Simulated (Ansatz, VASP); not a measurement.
One calculation of SiC, two programs

```
Si C
1.0
     3.07769    0.00000    0.00000
    -1.53884    2.66535    0.00000
     0.00000    0.00000   16.00000
Si C
1 1
Direct
  0.33333 0.66667 0.50000
  0.66667 0.33333 0.50000
```

Alike in both runs: task single point; functional PBEsol; k mesh 12 × 12 × 1; occupations gaussian, width 0.03 eV; no spin polarisation.

|  | VASP | Ansatz |
| --- | --- | --- |
| version | VASP 6.6.1 | Ansatz 0.2.0 |
| potentials or method | VASP PAW PBE potentials, release 64 (Si, C), cutoff 520 eV | scalar-relativistic, plane waves, PAW |
| valence electrons in the cell | 8 | 8 |

```tsv
	VASP	Ansatz	Ansatz less VASP
gap on the k mesh at the Fermi level (eV)	2.54	2.55	+0.009
least direct gap on the mesh (eV)	2.59	2.60	+0.009
```

VASP's potentials were made for PBE, not for PBEsol, and Ansatz warns of the same on its side. With one functional, cell and mesh, what is left measures potentials, basis and numerics.
